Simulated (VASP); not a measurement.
Write the native input for VASP 6.6.1 that does the following.

* Task: single point
* Functional: PBEsol
* Potentials or basis: VASP PAW PBE potentials, release 64 (Al, Mn_pv)
* Cutoff: 520 eV
* k mesh: 12 × 12 × 12
* Occupations: gaussian, width 0.1 eV
* Spin: collinear spin, ferromagnetic start
* Starting moments: [0.0, 0.0, 0.0, 1.34] μB
* Dipole correction: no
* Further INCAR settings: ALGO = Normal; EDIFF = 1e-06; NBANDS = 23

The structure of MnAl3 lies in POSCAR:

```
MnAl3
1.0
    0.0000000000      3.0078250317      3.0078250317
    3.0078250317      0.0000000000      3.0078250317
    3.0078250317      3.0078250317      0.0000000000
Al Mn
3 1
Direct
    0.2500000000      0.2500000000      0.2500000000
    0.7500000000      0.7500000000      0.7500000000
    0.5000000000      0.5000000000      0.5000000000
    0.0000000000      0.0000000000      0.0000000000
```

These files were run (other wordings do the same):

INCAR

```
SYSTEM = MnAl3
  ALGO = Normal
  EDIFF = 1E-6
  ENCUT = 520
  GGA = PS
  ISIF = 2
  ISMEAR = 0
  ISPIN = 2
  LASPH = .TRUE.
  LCHARG = .FALSE.
  LMAXMIX = 4
  LORBIT = 11
  LREAL = .FALSE.
  LWAVE = .FALSE.
  MAGMOM = 0 0 0 1.34
  NBANDS = 23
  NELM = 150
  PREC = Accurate
  SIGMA = 0.1
```

KPOINTS

```
k-points
0
G
  12 12 12
  0 0 0
```

Potentials or basis: VASP PAW PBE potentials, release 64 (Al, Mn_pv).

Command:

```sh
$ cat potpaw_PBE.64/Al/POTCAR potpaw_PBE.64/Mn_pv/POTCAR > POTCAR
$ mpirun -np 1 vasp_std > vasp.out
```

Results of the run:

| Quantity | Value |
| --- | --- |
| Pressure | 0.2 GPa |
| Net moment | 1.38 μB per cell |
| Site moments | Al -0.02; Mn +1.37 μB |
| Valence electrons inside the program's atomic spheres | Al 0.81, 0.80 (each value once); Mn 11.86 |

Caveat: the PAW data sets were made with another functional, which shifts forces and pressure a little.

It took 64 s on 1 thread of Intel(R) Xeon(R) 6975P-C (Granite Rapids), on a shared host, peak memory 0.29 GiB.
